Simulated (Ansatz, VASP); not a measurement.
Mg6F in VASP and in Ansatz

The input INCAR:

```
SYSTEM = Mg6F
  PREC = Accurate
  ENCUT = 520
  EDIFF = 1E-7
  ISMEAR = 0
  SIGMA = 0.1
  LREAL = .FALSE.
  LASPH = .TRUE.
  NELM = 80
  ALGO = Normal
  ISIF = 2
  LWAVE = .FALSE.
  LCHARG = .TRUE.
  LDIPOL = .TRUE.
  IDIPOL = 3
  DIPOL = 0.5 0.5 0.307
  GGA = PE
  LELF = .TRUE.
  LVHAR = .TRUE.
  LVACPOTAV = .TRUE.
  NBANDS = 18
```

KPOINTS

```
Automatic mesh
0
G
  9 4 1
  0 0 0
```

File POSCAR:

```
Mg6F
1.0
    3.2034417932      0.0000000000      0.0000000000
   -1.6017208966      7.8153198520      0.0000000000
    0.0000000000      0.0000000000     20.9851131634
Mg F
6 1
Direct
    0.8493879956      0.6987759913      0.1906113143
    0.5210014932      0.0420029864      0.2197581863
    0.1926149907      0.3852299814      0.2489050583
    0.3710660944      0.7414803149      0.3283003664
    0.0426232582      0.0834482649      0.3542380799
    0.7128162912      0.4251093731      0.3805132287
    0.7128162912      1.0501093731      0.4300721704
```

Input for Ansatz:

```yaml
crystal:
  lattice:
    - [3.2034417932, 0.0, 0.0]
    - [-1.6017208966, 7.815319852, 0.0]
    - [0.0, 0.0, 20.9851131634]
  atoms:
    - { symbol: Mg, position: [0.8493879956, 0.6987759913, 0.1906113143] }
    - { symbol: Mg, position: [0.5210014932, 0.0420029864, 0.2197581863] }
    - { symbol: Mg, position: [0.1926149907, 0.3852299814, 0.2489050583] }
    - { symbol: Mg, position: [0.3710660944, 0.7414803149, 0.3283003664] }
    - { symbol: Mg, position: [0.0426232582, 0.0834482649, 0.3542380799] }
    - { symbol: Mg, position: [0.7128162912, 0.4251093731, 0.3805132287] }
    - { symbol: F, position: [0.7128162912, 1.0501093731, 0.4300721704] }
basis:
  ecutwfc: 420
kpoints:
  mp_grid: { grid: [9, 4, 1] }
hamiltonian:
  xc: pbe
scf:
  occupations: { method: gaussian, width: 0.1 }
output:
  forces: true
  eigenvalues: true
efield:
  axis: 3
  dipole_correction: true
  ramp_width: 0.04
```

Alike in both runs: task single point; functional PBE; k mesh 9 × 4 × 1; occupations gaussian, width 0.1 eV; no spin polarisation.

|  | VASP | Ansatz |
| --- | --- | --- |
| version | VASP 6.6.1 | Ansatz 0.2.0 |
| potentials or method | VASP PAW PBE potentials, release 64 (Mg, F), cutoff 520 eV | scalar-relativistic, plane waves, PAW |
| valence electrons in the cell | 19 | 67 |

|  | VASP | Ansatz | Ansatz less VASP |
| --- | --- | --- | --- |
| gap on the k mesh at the Fermi level (eV) | none | none | - |
| rms of the force components (eV/Å) | 0.333 | 0.334 | +0.0013 |
| work function, face that differs most (eV) | 5.09 | 5.07 | -0.019 |

Atom by atom the forces differ by 0.005 eV/Å (rms over components). A gap of «none» marks a metal or a gap that the smearing closes. With one functional, cell and mesh, what is left measures potentials, basis and numerics. VASP's potentials hold 19 valence electrons a cell and Ansatz's 67, so a difference there can come from the potentials and not from the codes.
